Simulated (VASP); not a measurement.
# Li2ZnO2 (P4/mmm) in VASP: further runs

Runs on Li2ZnO2. Level: PBE. Tasks: single point, relaxation of cell and atoms.

Program: VASP 6.6.1. These are calculated values, not measurements. Logs are shortened: lines on timing, memory, paths and dates and some standing lists are left out, and cuts for length are marked.

### Step 1. The cell of the first run

The structure is tetragonal, space group P4/mmm (No. 123). The conventional cell has a = 2.873 Å, b = 2.873 Å, c = 7.875 Å, α = 90.00°, β = 90.00°, γ = 90.00°. Within 2.3 Å of Li (site symmetry 4mm) lie 1 O at 1.72 Å. Zn (site symmetry 4/mmm) has 8 Zn at 2.87 to 4.06 Å and 8 Li at 3.01 Å and 2 O at 3.94 Å within 4.1 Å. O (site symmetry 4/mmm) has 4 O at 2.03 Å and 8 Li at 2.66 Å within 2.7 Å. O (site symmetry 4/mmm) has 2 Li at 1.72 Å and 4 O at 2.03 Å within 2.3 Å.

The cell was generated, and may not be a known phase.

### Step 2. Single point, PBE

INCAR reads:

```
SYSTEM = Li2ZnO2
PREC = Accurate ; ENCUT = 520
EDIFF = 1E-6 ; ISMEAR = 0
SIGMA = 0.1 ; LREAL = .False.
LASPH = .True. ; NELM = 60
ALGO = Normal ; ISIF = 2
LWAVE = .False. ; LCHARG = .False.
GGA = PE ; NBANDS = 23
```

KPOINTS reads:

```
regular mesh
0
Gamma
  6 6 4
  0 0 0
```

POSCAR reads:

```
Li2ZnO2
1.0
    2.8729984743      0.0000000000      0.0000000000
    0.0000000000      2.8729984743      0.0000000000
    0.0000000000      0.0000000000      7.8747762761
Li Zn O
2 1 2
Direct
    0.5000000000      0.5000000000      0.2814220398
    0.5000000000      0.5000000000      0.7185779602
    0.0000000000      0.0000000000      0.0000000000
    0.0000000000      0.0000000000      0.5000000000
    0.5000000000      0.5000000000      0.5000000000
```

Potentials or basis: VASP PAW PBE potentials, release 64 (Li_sv, Zn, O).

Launch:

```bash
> cat potpaw_PBE.64/Li_sv/POTCAR potpaw_PBE.64/Zn/POTCAR potpaw_PBE.64/O/POTCAR > POTCAR
> mpirun -np 1 vasp_std > vasp.out
```

OUTCAR:

```text
SYSTEM = Li2ZnO2
   PREC = Accurate
   ENCUT = 520
   EDIFF = 1E-6
   ISMEAR = 0
   LREAL = .False.
   LASPH = .True.
   NELM = 60
   ISIF = 2
   GGA = PE

 ion  position               nearest neighbor table
   1  0.500  0.500  0.281-   5 1.72
   2  0.500  0.500  0.719-   5 1.72
   3  0.000  0.000  0.000-
   4  0.000  0.000  0.500-
   5  0.500  0.500  0.500-   1 1.72   2 1.72

  LATTYP: Found a simple tetragonal cell.
 ALAT       =     2.8729984743
 C/A-ratio  =     2.7409608277

  Lattice vectors:

 A1 = (   2.8729984743,   0.0000000000,   0.0000000000)
 A2 = (   0.0000000000,   2.8729984743,   0.0000000000)
 A3 = (   0.0000000000,   0.0000000000,   7.8747762761)

Analysis of symmetry for initial positions (statically):
=====================================================================
 Subroutine PRICEL returns:
 Original cell was already a primitive cell.

 Routine SETGRP: Setting up the symmetry group for a
 simple tetragonal supercell.

 Subroutine GETGRP returns: Found 16 space group operations
 (whereof 16 operations were pure point group operations)
 out of a pool of 16 trial point group operations.

The static configuration has the point symmetry D_4h.

Analysis of symmetry for dynamics (positions and initial velocities):
=====================================================================
 Subroutine PRICEL returns:
 Original cell was already a primitive cell.

 Routine SETGRP: Setting up the symmetry group for a
 simple tetragonal supercell.

 Subroutine GETGRP returns: Found 16 space group operations
 (whereof 16 operations were pure point group operations)
 out of a pool of 16 trial point group operations.

The dynamic configuration has the point symmetry D_4h.

 Subroutine INISYM returns: Found 16 space group operations
 (whereof 16 operations are pure point group operations),
 and found     1 'primitive' translations

----------------------------------------------------------------------------------------

                                     Primitive cell

  volume of cell :      64.9994

  direct lattice vectors                    reciprocal lattice vectors
     2.872998474  0.000000000  0.000000000     0.348068406  0.000000000  0.000000000
     0.000000000  2.872998474  0.000000000     0.000000000  0.348068406  0.000000000
     0.000000000  0.000000000  7.874776276     0.000000000  0.000000000  0.126987735

  length of vectors
     2.872998474  2.872998474  7.874776276     0.348068406  0.348068406  0.126987735

  position of ions in fractional coordinates (direct lattice)
     0.500000000  0.500000000  0.281422040
     0.500000000  0.500000000  0.718577960
     0.000000000  0.000000000  0.000000000
     0.000000000  0.000000000  0.500000000
     0.500000000  0.500000000  0.500000000

  ion indices of the primitive-cell ions
   primitive index   ion index
                 1           1
                 2           2
                 3           3
                 4           4
                 5           5

----------------------------------------------------------------------------------------

 KPOINTS: regular mesh

Automatic generation of k-mesh.
 Grid dimensions read from file:
 generate k-points for:    6    6    4

 Generating k-lattice:

  Cartesian coordinates                     Fractional coordinates (reciprocal lattice)
     0.058011401  0.000000000  0.000000000     0.166666667  0.000000000  0.000000000
     0.000000000  0.058011401  0.000000000     0.000000000  0.166666667  0.000000000
     0.000000000  0.000000000  0.031746934     0.000000000  0.000000000  0.250000000

  Length of vectors
     0.058011401  0.058011401  0.031746934

  Shift w.r.t. Gamma in fractional coordinates (k-lattice)
     0.000000000  0.000000000  0.000000000

 Subroutine IBZKPT returns following result:
 ===========================================

 Found     30 irreducible k-points:

 Following reciprocal coordinates:
            Coordinates               Weight
  0.000000  0.000000  0.000000      1.000000
  0.166667  0.000000  0.000000      4.000000
  0.333333  0.000000  0.000000      4.000000
  0.500000  0.000000  0.000000      2.000000
  0.166667  0.166667  0.000000      4.000000
  0.333333  0.166667  0.000000      8.000000
[... 16 lines left out ...]
  0.333333  0.000000  0.500000      4.000000
  0.500000  0.000000  0.500000      2.000000
 [... further k-points ...]
   k-points           NKPTS =     30   k-points in BZ     NKDIM =     30   number of bands    NBANDS=     23
   number of dos      NEDOS =    301   number of ions     NIONS =      5
   total plane-waves  NPLWV =  34560
   dimension x,y,z NGX =    24 NGY =   24 NGZ =   60
   dimension x,y,z NGXF=    48 NGYF=   48 NGZF=  120
   ions per type =               2   1   2
   NGX,Y,Z   is equivalent  to a cutoff of  13.89, 13.89, 12.67 a.u.
   NGXF,Y,Z  is equivalent  to a cutoff of  27.78, 27.78, 25.33 a.u.
 SYSTEM =  Li2ZnO2
   PREC   = accura    normal or accurate (medium, high low for compatibility)
   ISTART =      0    job   : 0-new  1-cont  2-samecut
   ICHARG =      2    charge: 1-file 2-atom 10-const
   ISPIN  =      1    spin polarized calculation?
   LNONCOLLINEAR =      F non collinear calculations
   LSORBIT =      F    spin-orbit coupling
   LASPH  =      T    aspherical Exc in radial PAW
   ENCUT  =  520.0 eV  38.22 Ry    6.18 a.u.   5.34  5.34 14.64*2*pi/ulx,y,z
   NELM   =     60;   NELMIN=  2; NELMDL= -5     # of ELM steps
   EDIFF  = 0.1E-05   stopping-criterion for ELM
   LREAL  =      F    real-space projection
   EDIFFG = 0.1E-04   stopping-criterion for IOM
   NSW    =      0    number of steps for IOM
   IBRION =     -1    ionic relax: 0-MD 1-quasi-New 2-CG
   NFREE  =      0    steps in history (QN), initial steepest desc. (CG)
   ISIF   =      2    stress and relaxation
   ISYM   =      2    0-nonsym 1-usesym 2-fastsym
   POTIM  = 0.5000    time-step for ionic-motion
   TEBEG  =    0.0;   TEEND  =   0.0 temperature during run
   PSTRESS=    0.0 pullay stress
   NELECT =      30.0000    total number of electrons
   NUPDOWN=      -1.0000    fix difference up-down
   EMIN   =  10.00;   EMAX   =-10.00  energy-range for DOS
   EFERMI =   0.00;   METHOD = LEGACY
   ISMEAR =     0;   SIGMA  =   0.10  broadening in eV -4-tet -1-fermi 0-gaus
   EFERMI_NEDOS =   21; number of points for ismear=-14 and -15
   IALGO  =     38    algorithm
   IMIX   =      4    mixing-type and parameters
     AMIX     =   0.40;   BMIX     =  1.00
     AMIX_MAG =   1.60;   BMIX_MAG =  1.00
  volume/ion in A,a.u.               =      13.00        87.73
  Fermi-wavevector in a.u.,A,eV,Ry     =   1.265160  2.390806 21.777903  1.600631
  Thomas-Fermi vector in A             =   2.398428
   LORBIT       =      0    0 simple, 1 ext, 2 COOP (PROOUT), +10 PAW based schemes
   GGA     = PE    functional components
   LHFCALC =     F    Hartree Fock is set to
   AEXX    =    0.0000 exact exchange contribution
   IVDW    =     0    specifies the selected vdW correction
   LEPSILON=     F    determine dielectric tensor
   LRPA    =     F    only Hartree local field effects (RPA)
 non-spin polarized calculation
 Gauss-broadening in eV      SIGMA  =   0.10
  energy-cutoff  :      520.00
  volume of cell :       65.00
 maximum number of plane-waves:      1783
 NGX is ok and might be reduce to    24
   NGX = 11   NGY = 11   NGZ = 29

 number of electron      29.9999980 magnetization

 Free energy of the ion-electron system (eV)
  ---------------------------------------------------
  ext. energy  EPLUGINS =         0.00000000
  ---------------------------------------------------
  free energy    TOTEN  =       -15.40230197 eV

  energy without entropy =      -15.39458120  energy(sigma->0) =      -15.39844159

 E-fermi :   1.5128     XC(G=0):  -9.2929

 val. band max:        1.4848624517   @ k =   0.3333   0.0000   0.0000
 cond. band min:       1.5265860343   @ k =   0.1667   0.1667   0.0000
 fundamental gap:      0.0417235826
 Fermi energy:         1.5128121060

 k-point     1 :       0.0000    0.0000    0.0000
  band No.  band energies     occupation
      1     -43.9720      2.00000
      2     -43.9690      2.00000
      3     -18.5422      2.00000
      4     -12.7178      2.00000
      5      -5.7343      2.00000
      6      -5.6978      2.00000
[... 15 lines left out ...]
     22      13.0899      0.00000
     23      14.1549      0.00000

 k-point     2 :       0.1667    0.0000    0.0000
  band No.  band energies     occupation
      1     -43.9689      2.00000
      2     -43.9660      2.00000
      3     -18.2415      2.00000
      4     -13.2390      2.00000
      5      -5.6775      2.00000
      6      -5.5137      2.00000
[... 15 lines left out ...]
     22      12.4066      0.00000
     23      13.5568      0.00000

 k-point     3 :       0.3333    0.0000    0.0000
  band No.  band energies     occupation
      1     -43.9625      2.00000
      2     -43.9598      2.00000
      3     -17.3758      2.00000
      4     -14.5240      2.00000
      5      -5.6212      2.00000
      6      -5.4578      2.00000
[... 15 lines left out ...]
     22      11.6001      0.00000
     23      13.9762      0.00000
[... 495 lines left out ...]
 k-point    23 :       0.3333    0.0000    0.5000
  band No.  band energies     occupation
      1     -43.9625      2.00000
      2     -43.9598      2.00000
      3     -17.3760      2.00000
      4     -14.5237      2.00000
      5      -5.6212      2.00000
      6      -5.4577      2.00000
[... 15 lines left out ...]
     22      11.2914      0.00000
     23      13.8349      0.00000

 k-point    24 :       0.5000    0.0000    0.5000
  band No.  band energies     occupation
      1     -43.9594      2.00000
      2     -43.9567      2.00000
      3     -16.2055      2.00000
      4     -15.8943      2.00000
      5      -5.5949      2.00000
      6      -5.5361      2.00000
[... 15 lines left out ...]
     22      11.1524      0.00000
     23      13.3884      0.00000

 [... further k-points ...]

------------------------ aborting loop because EDIFF is reached ----------------------------------------

  FORCE on cell =-STRESS in cart. coord.  units (eV):
  Direction    XX          YY          ZZ          XY          YZ          ZX
  --------------------------------------------------------------------------------------
  -------------------------------------------------------------------------------------
  Total       -0.0357376     -0.0357376      0.2535496      0.0000000      0.0000000      0.0000000
  in kB       -0.8809005     -0.8809005      6.2497772      0.0000000      0.0000000      0.0000000
  external PRESSURE =       1.4959921 kB  Pullay stress =       0.0000000 kB

 VOLUME and BASIS-vectors are now :
 -----------------------------------------------------------------------------
  energy-cutoff  :      520.00
  volume of cell :       65.00
      direct lattice vectors                 reciprocal lattice vectors
     2.872998474  0.000000000  0.000000000     0.348068406  0.000000000  0.000000000
     0.000000000  2.872998474  0.000000000     0.000000000  0.348068406  0.000000000
     0.000000000  0.000000000  7.874776276     0.000000000  0.000000000  0.126987735

 POSITION                                       TOTAL-FORCE (eV/Angst)
 -----------------------------------------------------------------------------------
      1.43650      1.43650      2.21614        -0.000000     -0.000000     -0.074502
      1.43650      1.43650      5.65864         0.000000      0.000000      0.074502
      0.00000      0.00000      0.00000         0.000000      0.000000      0.000000
      0.00000      0.00000      3.93739         0.000000      0.000000      0.000000
      1.43650      1.43650      3.93739         0.000000      0.000000      0.000000
 -----------------------------------------------------------------------------------
    total drift:                                0.000000     -0.000000      0.000000

  FREE ENERGIE OF THE ION-ELECTRON SYSTEM (eV)
  ---------------------------------------------------
  free  energy   TOTEN  =       -15.4023019717 eV

  energy  without entropy=      -15.3945811988  energy(sigma->0) =      -15.39844159
```

It took 33 s on 1 thread of Intel Xeon Platinum 8488C (Sapphire Rapids), shared host; peak memory 0.19 GiB.

Results:

* Free energy: -15.4023 eV
* Largest force: 0.075 eV/Å
* Band gap on the k mesh: zero (bands 15 and 16 overlap by 3.31 eV)

Forces on the atoms (eV/Å):
```
Li   0.000  0.000 -0.075
Li   0.000  0.000  0.075
Zn   0.000  0.000  0.000
O    0.000  0.000  0.000
O    0.000  0.000  0.000
```

Caveat: the k points lie up to 0.36 Å⁻¹ apart, too coarse for converged energies and pressures of a metal; the cutoff is under 1.25 times the usual one of these potentials, so pressure, stress and relaxed cells hold a basis-set (Pulay) error.

(Part 1 of 3 ends here.)

The gap in the log of VASP goes by the Fermi energy; the results here count the filled bands.